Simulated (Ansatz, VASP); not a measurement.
**Ir: VASP beside Ansatz**

```
Ir
1.0
     4.39703    0.00000    0.00000
    -2.19851    3.80794    0.00000
     0.00000    0.00000    2.71694
Ir
3
Direct
  0.00000 0.00000 0.00000
  0.33333 0.66667 0.50000
  0.66667 0.33333 0.50000
```

Alike in both runs: functional RPBE; k mesh 9 × 9 × 12; occupations fermi-dirac, width 0.1 eV; no spin polarisation.

Ansatz relaxed the structure, and its values are those at the end. VASP's run is a single point on that final structure, the one shown.

|  | VASP | Ansatz |
| --- | --- | --- |
| version | VASP 6.6.1 | Ansatz 0.2.0 |
| potentials or method | VASP PAW PBE potentials, release 64 (Ir), cutoff 520 eV | plane waves (420 eV) with PAW, scalar-relativistic |
| valence electrons in the cell | 27 | 51 |

VASP gave:

| Property | Result |
| --- | --- |
| pressure (GPa) | 0.3 |

Question: Estimate Ansatz's values.

Answer: Pressure (GPa): 0.0.

VASP's potentials were made for PBE, not for RPBE. VASP's potentials hold 27 valence electrons a cell and Ansatz's 51, so a difference there can come from the potentials and not from the codes.

Neither program's run includes spin-orbit coupling.
